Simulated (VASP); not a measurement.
TaSi2, 9 atoms in the cell. The typed cell holds 9 atoms: a = 4.806 Å, b = 4.806 Å, c = 6.600 Å, α = 90.00°, β = 90.00°, γ = 120.00°.  This cell differs from its parent crystal: atom 1 (Ta) moved by -0.216 Å along [1 0 0] and -1.080 Å along [0 0 1].

| Property | Result |
| --- | --- |
| Program | VASP 6.6.1 |
| Task | single point |
| Functional | PBE |
| Potentials or basis | VASP PAW PBE potentials, release 64 (Ta_pv, Si) |
| Cutoff | 520 eV |
| k mesh | 9 × 9 × 6 |
| Occupations | gaussian, width 0.15 eV |
| Spin | no spin polarisation |
| Dipole correction | no |
| Further INCAR settings | ALGO = Fast; EDIFF = 1e-06; NBANDS = 38 |

Potentials or basis: VASP PAW PBE potentials, release 64 (Ta_pv, Si).

Launch:

```sh
$ cat potpaw_PBE.64/Ta_pv/POTCAR potpaw_PBE.64/Si/POTCAR > POTCAR
$ mpirun -np 1 vasp_std > vasp.out
```

Hardware: 1 thread of Oxide Virtual Turin-like Processor (shared host).

Problem. How long does it take, and how much memory?

Solution. Wall time 33 min on 1 thread of Oxide Virtual Turin-like Processor, with other jobs on the host, peak memory 0.89 GiB. Counts: scf iterations 16, k points 244.
